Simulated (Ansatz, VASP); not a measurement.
## One calculation of SiGe, two programs

```xyz
4
Lattice="3.9005 0.0000 0.0000 -1.9502 3.3779 0.0000 0.0000 0.0000 6.4432" Properties=species:S:1:pos:R:3 pbc="T T T"
Si    1.9502    1.1260    5.6348
Si    0.0000    2.2519    2.4133
Ge    1.9502    1.1260    3.3245
Ge    0.0000    2.2519    0.1029
```

Alike in both runs: task single point; functional PBEsol; k mesh 12 × 12 × 6; occupations gaussian, width 0.03 eV; no spin polarisation.

|  | VASP | Ansatz |
| --- | --- | --- |
| version | VASP 6.6.1 | Ansatz 0.2.0 |
| potentials or method | VASP PAW PBE potentials, release 64 (Si, Ge_d), cutoff 520 eV | scalar-relativistic, plane waves, PAW |
| valence electrons in the cell | 36 | 36 |

Ansatz gave:

- gap on the k mesh at the Fermi level (eV): none
- pressure (GPa): 0.2
- traceless stress, the component that is largest in VASP (GPa): 4.32
- rms of the force components (eV/Å): 0.799

Task: What did VASP give for the same quantities?

Result: gap on the k mesh at the Fermi level (eV): none; pressure (GPa): 0.2; traceless stress, the component that is largest in VASP (GPa): 4.29; rms of the force components (eV/Å): 0.797.

VASP's potentials were made for PBE, not for PBEsol, and Ansatz warns of the same on its side. Atom by atom the forces differ by 0.001 eV/Å (rms over components). A gap of «none» marks a metal or a gap that the smearing closes.
